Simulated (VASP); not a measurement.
Wanted: the native input for a VASP 6.6.1 run.

| Quantity | Value |
| --- | --- |
| Task | single point |
| Functional | PBEsol |
| Potentials or basis | VASP PAW PBE potentials, release 64 (Zn, S) |
| Cutoff | 520 eV |
| k mesh | 10 × 10 × 10 |
| Occupations | gaussian, width 0.02 eV |
| Spin | no spin polarisation |
| Dipole correction | no |
| Further INCAR settings | ALGO = Normal; EDIFF = 1e-06; NBANDS = 16 |

The structure of ZnS lies in POSCAR:

```
ZnS
1.0
    0.0000000000      2.6777701598      2.6777701598
    2.6777701598      0.0000000000      2.6777701598
    2.6777701598      2.6777701598      0.0000000000
Zn S
1 1
Direct
    0.2500000000      0.2500000000      0.2500000000
    0.0000000000      0.0000000000      0.0000000000
```

The input as run:

INCAR

```
PREC = Accurate
ENCUT = 520
EDIFF = 1E-6
ISMEAR = 0
SIGMA = 0.02
LREAL = False
LASPH = True
NELM = 100
ALGO = Normal
ISIF = 2
LWAVE = False
LCHARG = False
GGA = PS
NBANDS = 16
```

KPOINTS

```
Automatic mesh
0
Gamma
  10 10 10
```

Potentials or basis: VASP PAW PBE potentials, release 64 (Zn, S).

Launch:

```sh
$ cat potpaw_PBE.64/Zn/POTCAR potpaw_PBE.64/S/POTCAR > POTCAR
$ mpirun -np 1 vasp_std > vasp.out
```

Results of the run:

The pressure is 0.2 GPa. The band gap on the k mesh is 2.10 eV, direct.

Caveat: the PAW data sets were made with another functional, which shifts forces and pressure a little.

Wall time 17 s on 1 thread of Intel Xeon 6975P-C, on a shared host, peak memory 0.17 GiB.
